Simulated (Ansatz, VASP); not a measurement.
**Two plane-wave programs on Re**

```
Re
1.0
     4.44509    0.00000    0.00000
    -2.22255    3.84956    0.00000
     0.00000    0.00000    2.61470
Re
3
Cartesian
  1.4817 0.0000 0.8716
  -0.7409 1.2832 1.7431
  1.4817 2.5664 0.0000
```

Alike in both runs: functional r2SCAN; k mesh 6 × 6 × 4; occupations gaussian, width 0.1 eV; no spin polarisation.

Ansatz relaxed the structure, and its values are those at the end. VASP's run is a single point on that final structure, the one shown.

|  | VASP | Ansatz |
| --- | --- | --- |
| version | VASP 6.6.1 | Ansatz 0.2.0 |
| potentials or method | VASP PAW PBE potentials, release 64 (Re), cutoff 520 eV | scalar-relativistic, plane waves, PAW |
| valence electrons in the cell | 21 | 45 |

|  | VASP | Ansatz | Ansatz less VASP |
| --- | --- | --- | --- |
| gap on the k mesh at the Fermi level (eV) | none | none | - |
| pressure (GPa) | -0.1 | 0.0 | +0.06 |

VASP's potentials were made for PBE, not for r2SCAN. A gap of «none» marks a metal or a gap that the smearing closes. With one functional, cell and mesh, what is left measures potentials, basis and numerics. VASP's potentials hold 21 valence electrons a cell and Ansatz's 45, so a difference there can come from the potentials and not from the codes.

The k mesh is coarse, so the values compare programs but aren't converged. Neither program's run includes spin-orbit coupling.
